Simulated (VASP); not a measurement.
KBr, 2 atoms in the cell. It takes space group Fm-3m (No. 225, cubic). The conventional cell has a = 6.605 Å, b = 6.605 Å, c = 6.605 Å, α = 90.00°, β = 90.00°, γ = 90.00°. K (site symmetry m-3m) has 6 Br at 3.30 Å within 4.3 Å. Br (site symmetry m-3m) has 6 K at 3.30 Å within 4.3 Å. 

- Program: VASP 6.6.1
- Task: single point
- Functional: HSE06
- Potentials or basis: VASP PAW PBE potentials, release 64 (K_sv, Br)
- Cutoff: 520 eV
- k mesh: 2 × 2 × 2
- Occupations: gaussian, width 0.01 eV
- Spin: no spin polarisation
- Dipole correction: no
- Grid for exact exchange (PRECFOCK): Normal
- Further INCAR settings: ALGO = Normal; EDIFF = 1e-07; NBANDS = 15
- Screening parameter: 0.2079 1/Å

Potentials or basis: VASP PAW PBE potentials, release 64 (K_sv, Br).

Run with:

```console
$ cat potpaw_PBE.64/K_sv/POTCAR potpaw_PBE.64/Br/POTCAR > POTCAR
$ cp INCAR.step1 INCAR
$ mpirun -np 1 vasp_std > vasp.out
$ cp INCAR.step2 INCAR
$ mpirun -np 1 vasp_std > vasp.out
```

Hardware: 1 thread of Intel(R) Xeon(R) 6975P-C (Granite Rapids), with other jobs on the host.

How long does it take, and how much memory?

It took 23 s on 1 thread of Intel(R) Xeon(R) 6975P-C (Granite Rapids) (shared host), peak memory 0.3 GiB. Counts: k points 3.
